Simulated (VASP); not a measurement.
# Ag (I4/mmm) in VASP: further runs

Runs on Ag. Level: PBE. Tasks: single point.

Program: VASP 6.6.1. These are calculated values, not measurements. Logs are shortened: lines on timing, memory, paths and dates and some standing lists are left out, and cuts for length are marked.

### 1 The cell of the first run

The structure is tetragonal, space group I4/mmm (No. 139). The conventional cell has a = 2.889 Å, b = 2.889 Å, c = 4.004 Å, α = 90.00°, β = 90.00°, γ = 90.00°. Ag (site symmetry 4/mmm) has 12 Ag at 2.86 to 2.89 Å within 3.8 Å.

### 2 Single point, PBE (strain -0.0200 x Voigt [0, 1, 0, 0, 0, 0])

Contents of INCAR:

```
SYSTEM = Ag
PREC = Accurate ; ENCUT = 520
EDIFF = 1E-6 ; ISMEAR = 0
SIGMA = 0.15 ; LREAL = .FALSE.
LASPH = .TRUE. ; NELM = 100
ALGO = Fast ; ISIF = 2
LWAVE = .FALSE. ; LCHARG = .TRUE.
GGA = PE ; LELF = .TRUE.
LVHAR = .TRUE. ; NBANDS = 12
```

Contents of KPOINTS:

```
Automatic mesh
0
G
  20 20 20
  0 0 0
```

Contents of POSCAR:

```
Ag
1.0
    0.0000000000      2.0022380000      2.0431000000
    2.0431000000      0.0000000000      2.0431000000
    2.0431000000      2.0022380000      0.0000000000
Ag
1
Direct
    0.0000000000      0.0000000000      0.0000000000
```

Potentials or basis: VASP PAW PBE potentials, release 64 (Ag).

Launch:

```bash
> cat potpaw_PBE.64/Ag/POTCAR > POTCAR
> mpirun -np 1 vasp_std > vasp.out
```

OUTCAR:

```text
SYSTEM = Ag
   PREC = Accurate
   ENCUT = 520
   EDIFF = 1E-6
   ISMEAR = 0
   LREAL = .FALSE.
   LASPH = .TRUE.
   NELM = 100
   ISIF = 2
   GGA = PE

 ion  position               nearest neighbor table
   1  0.000  0.000  0.000-

  LATTYP: Found a body centered tetragonal cell.
 ALAT       =     2.8893797293
 C/A-ratio  =     1.3859292911

  Lattice vectors:

 A1 = (   0.0000000000,  -2.0022380000,   2.0431000000)
 A2 = (   0.0000000000,  -2.0022380000,  -2.0431000000)
 A3 = (   2.0431000000,   2.0022380000,   0.0000000000)

Analysis of symmetry for initial positions (statically):
=====================================================================
 Subroutine PRICEL returns:
 Original cell was already a primitive cell.

 Routine SETGRP: Setting up the symmetry group for a
 body centered tetragonal supercell.

 Subroutine GETGRP returns: Found 16 space group operations
 (whereof 16 operations were pure point group operations)
 out of a pool of 16 trial point group operations.

The static configuration has the point symmetry D_4h.

Analysis of symmetry for dynamics (positions and initial velocities):
=====================================================================
 Subroutine PRICEL returns:
 Original cell was already a primitive cell.

 Routine SETGRP: Setting up the symmetry group for a
 body centered tetragonal supercell.

 Subroutine GETGRP returns: Found 16 space group operations
 (whereof 16 operations were pure point group operations)
 out of a pool of 16 trial point group operations.

The dynamic configuration has the point symmetry D_4h.

 Subroutine INISYM returns: Found 16 space group operations
 (whereof 16 operations are pure point group operations),
 and found     1 'primitive' translations

----------------------------------------------------------------------------------------

                                     Primitive cell

  volume of cell :      16.7157

  direct lattice vectors                    reciprocal lattice vectors
     0.000000000  2.002238000  2.043100000    -0.244726151  0.249720563  0.244726151
     2.043100000  0.000000000  2.043100000     0.244726151 -0.249720563  0.244726151
     2.043100000  2.002238000  0.000000000     0.244726151  0.249720563 -0.244726151

  length of vectors
     2.860631857  2.889379729  2.860631857     0.426781136  0.426781136  0.426781136

  position of ions in fractional coordinates (direct lattice)
     0.000000000  0.000000000  0.000000000

  ion indices of the primitive-cell ions
   primitive index   ion index
                 1           1

----------------------------------------------------------------------------------------

 KPOINTS: Automatic mesh

Automatic generation of k-mesh.
 Grid dimensions read from file:
 generate k-points for:   20   20   20

 Generating k-lattice:

  Cartesian coordinates                     Fractional coordinates (reciprocal lattice)
    -0.012236308  0.012486028  0.012236308     0.050000000  0.000000000  0.000000000
     0.012236308 -0.012486028  0.012236308    -0.000000000  0.050000000 -0.000000000
     0.012236308  0.012486028 -0.012236308     0.000000000  0.000000000  0.050000000

  Length of vectors
     0.021339057  0.021339057  0.021339057

  Shift w.r.t. Gamma in fractional coordinates (k-lattice)
     0.000000000  0.000000000  0.000000000

 Subroutine IBZKPT returns following result:
 ===========================================

 Found    641 irreducible k-points:

 Following reciprocal coordinates:
            Coordinates               Weight
  0.000000  0.000000  0.000000      1.000000
  0.050000  0.000000  0.000000      8.000000
  0.100000  0.000000 -0.000000      8.000000
  0.150000  0.000000  0.000000      8.000000
  0.200000  0.000000 -0.000000      8.000000
  0.250000  0.000000  0.000000      8.000000
[... 16 lines left out ...]
 -0.400000  0.050000  0.000000     16.000000
 -0.350000  0.050000 -0.000000     16.000000
 [... further k-points ...]
   k-points           NKPTS =    641   k-points in BZ     NKDIM =    641   number of bands    NBANDS=     12
   number of dos      NEDOS =    301   number of ions     NIONS =      1
   total plane-waves  NPLWV =  13824
   dimension x,y,z NGX =    24 NGY =   24 NGZ =   24
   dimension x,y,z NGXF=    48 NGYF=   48 NGZF=   48
   ions per type =               1
   NGX,Y,Z   is equivalent  to a cutoff of  13.95, 13.81, 13.95 a.u.
   NGXF,Y,Z  is equivalent  to a cutoff of  27.90, 27.62, 27.90 a.u.
 SYSTEM =  Ag
   PREC   = accura    normal or accurate (medium, high low for compatibility)
   ISTART =      0    job   : 0-new  1-cont  2-samecut
   ICHARG =      2    charge: 1-file 2-atom 10-const
   ISPIN  =      1    spin polarized calculation?
   LNONCOLLINEAR =      F non collinear calculations
   LSORBIT =      F    spin-orbit coupling
   LASPH  =      T    aspherical Exc in radial PAW
   ENCUT  =  520.0 eV  38.22 Ry    6.18 a.u.   5.32  5.37  5.32*2*pi/ulx,y,z
   NELM   =    100;   NELMIN=  2; NELMDL= -5     # of ELM steps
   EDIFF  = 0.1E-05   stopping-criterion for ELM
   LREAL  =      F    real-space projection
   EDIFFG = 0.1E-04   stopping-criterion for IOM
   NSW    =      0    number of steps for IOM
   IBRION =     -1    ionic relax: 0-MD 1-quasi-New 2-CG
   NFREE  =      0    steps in history (QN), initial steepest desc. (CG)
   ISIF   =      2    stress and relaxation
   ISYM   =      2    0-nonsym 1-usesym 2-fastsym
   POTIM  = 0.5000    time-step for ionic-motion
   TEBEG  =    0.0;   TEEND  =   0.0 temperature during run
   PSTRESS=    0.0 pullay stress
   NELECT =      11.0000    total number of electrons
   NUPDOWN=      -1.0000    fix difference up-down
   EMIN   =  10.00;   EMAX   =-10.00  energy-range for DOS
   EFERMI =   0.00;   METHOD = LEGACY
   ISMEAR =     0;   SIGMA  =   0.15  broadening in eV -4-tet -1-fermi 0-gaus
   EFERMI_NEDOS =   21; number of points for ismear=-14 and -15
   IALGO  =     68    algorithm
   IMIX   =      4    mixing-type and parameters
     AMIX     =   0.40;   BMIX     =  1.00
     AMIX_MAG =   1.60;   BMIX_MAG =  1.00
  volume/ion in A,a.u.               =      16.72       112.80
  Fermi-wavevector in a.u.,A,eV,Ry     =   1.423959  2.690892 27.587969  2.027659
  Thomas-Fermi vector in A             =   2.544501
   LORBIT       =      0    0 simple, 1 ext, 2 COOP (PROOUT), +10 PAW based schemes
   GGA     = PE    functional components
   LHFCALC =     F    Hartree Fock is set to
   AEXX    =    0.0000 exact exchange contribution
   IVDW    =     0    specifies the selected vdW correction
   LEPSILON=     F    determine dielectric tensor
   LRPA    =     F    only Hartree local field effects (RPA)
 non-spin polarized calculation
 RMM-DIIS sequential band-by-band and
 Gauss-broadening in eV      SIGMA  =   0.15
  energy-cutoff  :      520.00
  volume of cell :       16.72
 maximum number of plane-waves:       471
 NGX is ok and might be reduce to    24
   NGX = 11   NGY = 11   NGZ = 11

 number of electron      11.0000001 magnetization

 Free energy of the ion-electron system (eV)
  ---------------------------------------------------
  ext. energy  EPLUGINS =         0.00000000
  ---------------------------------------------------
  free energy    TOTEN  =        -2.69787712 eV

  energy without entropy =       -2.69561908  energy(sigma->0) =       -2.69674810

 E-fermi :   8.7242     XC(G=0): -12.3285

 val. band max:        8.6918435966   @ k =   0.3000   0.5000   0.1000
 cond. band min:       8.7520882500   @ k =   0.4500   0.3500   0.0000
 fundamental gap:      0.0602446534
 Fermi energy:         8.7242499207

 k-point     1 :       0.0000    0.0000    0.0000
  band No.  band energies     occupation
      1       0.7942      2.00000
      2       3.7881      2.00000
      3       3.7881      2.00000
      4       3.9159      2.00000
      5       4.8323      2.00000
      6       4.9662      2.00000
      7      24.7816      0.00000
      8      28.3754      0.00000
      9      28.3754      0.00000
     10      28.6669      0.00000
     11      33.3270      0.00000
     12      34.4407      0.00000

 k-point     2 :       0.0500    0.0000    0.0000
  band No.  band energies     occupation
      1       0.8740      2.00000
      2       3.7815      2.00000
      3       3.8109      2.00000
      4       3.9258      2.00000
      5       4.8247      2.00000
      6       4.9558      2.00000
      7      24.8073      0.00000
      8      27.7563      0.00000
      9      28.4153      0.00000
     10      28.6215      0.00000
     11      33.5188      0.00000
     12      34.4035      0.00000

 k-point     3 :       0.1000    0.0000   -0.0000
  band No.  band energies     occupation
      1       1.1064      2.00000
      2       3.7499      2.00000
      3       3.8715      2.00000
      4       3.9705      2.00000
      5       4.8099      2.00000
      6       4.9314      2.00000
      7      24.7200      0.00000
      8      26.4393      0.00000
      9      28.5195      0.00000
     10      28.7058      0.00000
     11      32.8161      0.00000
     12      34.1208      0.00000

 k-point     4 :       0.1500    0.0000    0.0000
  band No.  band energies     occupation
      1       1.4646      2.00000
      2       3.7166      2.00000
      3       3.9444      2.00000
      4       4.0404      2.00000
      5       4.8130      2.00000
      6       4.9151      2.00000
      7      23.7186      0.00000
      8      25.7612      0.00000
      9      28.6387      0.00000
     10      28.8146      0.00000
     11      32.0257      0.00000
     12      33.3985      0.00000

 k-point     5 :       0.2000    0.0000   -0.0000
  band No.  band energies     occupation
      1       1.8764      2.00000
      2       3.7689      2.00000
      3       3.9889      2.00000
      4       4.0934      2.00000
      5       4.8727      2.00000
      6       4.9437      2.00000
      7      21.9394      0.00000
      8      25.6253      0.00000
      9      28.6806      0.00000
     10      28.8564      0.00000
     11      31.6328      0.00000
     12      32.5967      0.00000
[... 228 lines left out ...]
      1       2.2332      2.00000
      2       3.7284      2.00000
      3       3.8950      2.00000
      4       5.5508      2.00000
      5       5.7155      2.00000
      6       8.4221      1.99561
      7      12.5235      0.00000
      8      23.9338      0.00000
      9      26.1685      0.00000
     10      26.7243      0.00000
     11      31.9554      0.00000
     12      32.3403      0.00000

 k-point    22 :      -0.4500    0.0500   -0.0000
  band No.  band energies     occupation
      1       2.2391      2.00000
      2       3.7369      2.00000
      3       3.8963      2.00000
      4       5.5648      2.00000
      5       5.6662      2.00000
      6       8.2557      1.99999
      7      12.7391      0.00000
      8      23.9293      0.00000
      9      26.0516      0.00000
     10      26.9921      0.00000
     11      31.9205      0.00000
     12      32.3068      0.00000

 k-point    23 :      -0.4000    0.0500    0.0000
  band No.  band energies     occupation
      1       2.2760      2.00000
      2       3.7734      2.00000
      3       3.9265      2.00000
      4       5.4649      2.00000
      5       5.5410      2.00000
      6       7.3542      2.00000
      7      13.9796      0.00000
      8      24.0559      0.00000
      9      26.1461      0.00000
     10      27.5213      0.00000
     11      31.8059      0.00000
     12      32.2402      0.00000

 k-point    24 :      -0.3500    0.0500   -0.0000
  band No.  band energies     occupation
      1       2.3307      2.00000
      2       3.8314      2.00000
      3       3.9805      2.00000
      4       5.2203      2.00000
      5       5.3554      2.00000
      6       6.3787      2.00000
      7      15.6342      0.00000
      8      24.2955      0.00000
      9      26.4422      0.00000
     10      28.2681      0.00000
     11      31.6142      0.00000
     12      32.0774      0.00000

 [... further k-points ...]

------------------------ aborting loop because EDIFF is reached ----------------------------------------

  FORCE on cell =-STRESS in cart. coord.  units (eV):
  Direction    XX          YY          ZZ          XY          YZ          ZX
  --------------------------------------------------------------------------------------
  -------------------------------------------------------------------------------------
  Total        0.7094837      0.7918985      0.7094837      0.0000000      0.0000000      0.0000000
  in kB       68.0029943     75.9023383     68.0029943      0.0000000      0.0000000      0.0000000
  external PRESSURE =      70.6361090 kB  Pullay stress =       0.0000000 kB

 VOLUME and BASIS-vectors are now :
 -----------------------------------------------------------------------------
  energy-cutoff  :      520.00
  volume of cell :       16.72
      direct lattice vectors                 reciprocal lattice vectors
     0.000000000  2.002238000  2.043100000    -0.244726151  0.249720563  0.244726151
     2.043100000  0.000000000  2.043100000     0.244726151 -0.249720563  0.244726151
     2.043100000  2.002238000  0.000000000     0.244726151  0.249720563 -0.244726151

 POSITION                                       TOTAL-FORCE (eV/Angst)
 -----------------------------------------------------------------------------------
      0.00000      0.00000      0.00000         0.000000      0.000000     -0.000000
 -----------------------------------------------------------------------------------
    total drift:                                0.000000      0.000000     -0.000000

  FREE ENERGIE OF THE ION-ELECTRON SYSTEM (eV)
  ---------------------------------------------------
  free  energy   TOTEN  =        -2.6978771183 eV

  energy  without entropy=       -2.6956190767  energy(sigma->0) =       -2.69674810
```

Run time: 37 s. Hardware: 1 thread of Intel Xeon 6975P-C (Granite Rapids), shared host; peak memory 0.24 GiB.

What came out:

```yaml
Free_energy: -2.6979 eV
Pressure: 7.1 GPa
```

Levels at points of the mesh, in eV from the Fermi level:
```
           k point  band 4  band 5  band 6  band 7  band 8  band 9
(0.00, 0.00, 0.00)   -4.81   -3.89   -3.76   16.06   19.65   19.65
(0.50, 0.00, 0.00)   -3.03   -2.97   -0.47    3.70   15.26   17.83
(0.50, 0.50, 0.00)   -2.84   -2.74    1.46    6.72   10.86   10.90
(0.50, 0.00, 0.50)   -2.78   -2.78    1.81    7.22   10.51   10.51
```

Caveat: the cell differs from its parent crystal (strain -0.0200 x Voigt [0, 1, 0, 0, 0, 0]).

### 3 Single point, PBE (strain -0.0100 x Voigt [0, 1, 0, 0, 0, 0])

Contents of INCAR:

```
PREC     = Accurate       # precision mode
ENCUT    = 520            # plane-wave cutoff, eV
EDIFF    = 1E-7           # SCF threshold, eV
ISMEAR   = 0              # smearing method
SIGMA    = 0.15           # smearing width, eV
LREAL    = F              # projectors in reciprocal space
LASPH    = T              # aspherical terms in the spheres
NELM     = 60             # most SCF steps
ALGO     = Normal         # electronic algorithm
ISIF     = 2              # what is computed and relaxed
LWAVE    = F              # write WAVECAR
LCHARG   = T              # write CHGCAR
GGA      = PE             # functional
LELF     = T              # ELF
LVHAR    = T            
NBANDS   = 12             # bands
```

Contents of KPOINTS:

```
Automatic mesh
0
Gamma
  20 20 20
```

Contents of POSCAR:

```
Ag
1.0
    0.0000000000      2.0226690000      2.0431000000
    2.0431000000      0.0000000000      2.0431000000
    2.0431000000      2.0226690000      0.0000000000
Ag
1
Direct
    0.0000000000      0.0000000000      0.0000000000
```

Potentials or basis: VASP PAW PBE potentials, release 64 (Ag).

Launch:

```bash
> cat potpaw_PBE.64/Ag/POTCAR > POTCAR
> mpirun -np 1 vasp_std > vasp.out
```

It took 35 s on 1 thread of Intel Xeon 6975P-C (Granite Rapids), shared host; peak memory 0.24 GiB.

The run converged. Its results:

```yaml
Free_energy: -2.7051 eV
Pressure: 5.7 GPa
```

Stress tensor (GPa, compression positive):
```
5.59 0.00 0.00
0.00 5.98 0.00
0.00 0.00 5.59
```

Levels at points of the mesh, in eV from the Fermi level:
| k point | band 4 | band 5 | band 6 | band 7 | band 8 | band 9 |
| --- | --- | --- | --- | --- | --- | --- |
| (0.00, 0.00, 0.00) | -4.81 | -3.83 | -3.77 | 16.04 | 19.62 | 19.62 |
| (0.50, 0.00, 0.00) | -3.01 | -2.98 | -0.44 | 3.65 | 15.26 | 17.85 |
| (0.50, 0.50, 0.00) | -2.81 | -2.76 | 1.53 | 6.72 | 10.76 | 10.77 |
| (0.50, 0.00, 0.50) | -2.78 | -2.78 | 1.70 | 6.97 | 10.58 | 10.58 |

Caveat: the cell differs from its parent crystal (strain -0.0100 x Voigt [0, 1, 0, 0, 0, 0]).

### 4 Single point, PBE (strain -0.0150 x Voigt [0, 1, 0, 0, 0, 0])

Contents of INCAR:

```
SYSTEM = Ag
  ALGO = Normal
  EDIFF = 1E-7
  ENCUT = 520
  GGA = PE
  ISIF = 2
  ISMEAR = 0
  LASPH = .TRUE.
  LCHARG = .TRUE.
  LELF = .TRUE.
  LREAL = .FALSE.
  LVHAR = .TRUE.
  LWAVE = .FALSE.
  NBANDS = 12
  NELM = 60
  PREC = Accurate
  SIGMA = 0.15
```

Contents of KPOINTS:

```
k-points
0
G
  20 20 20
  0 0 0
```

Contents of POSCAR:

```
Ag
1.0
    0.0000000000      2.0124535000      2.0431000000
    2.0431000000      0.0000000000      2.0431000000
    2.0431000000      2.0124535000      0.0000000000
Ag
1
Direct
    0.0000000000      0.0000000000      0.0000000000
```

Launch:

```bash
> cat potpaw_PBE.64/Ag/POTCAR > POTCAR
> mpirun -np 1 vasp_std > vasp.out
```

Run time: 35 s. Hardware: 1 thread of Intel Xeon 6975P-C (Granite Rapids), shared host; peak memory 0.24 GiB.

The run converged. Its results:

```yaml
Free_energy: -2.7017 eV
Pressure: 6.4 GPa
```

Stress tensor (GPa, compression positive):
```
6.16 0.00 0.00
0.00 6.75 0.00
0.00 0.00 6.16
```

Levels at points of the mesh, in eV from the Fermi level:
```
           k point  band 3  band 4  band 5  band 6  band 7  band 8  band 9  band 10
(0.00, 0.00, 0.00)   -4.90   -4.81   -3.86   -3.76   16.05   19.64   19.64    19.85
(0.50, 0.00, 0.00)   -4.85   -3.02   -2.97   -0.45    3.68   15.26   17.84    18.21
(0.50, 0.50, 0.00)   -3.03   -2.82   -2.75    1.49    6.72   10.81   10.83    17.43
(0.50, 0.00, 0.50)   -3.03   -2.78   -2.78    1.76    7.10   10.55   10.55    17.18
```

Caveat: the cell differs from its parent crystal (strain -0.0150 x Voigt [0, 1, 0, 0, 0, 0]).

[end of part 1 of 2]
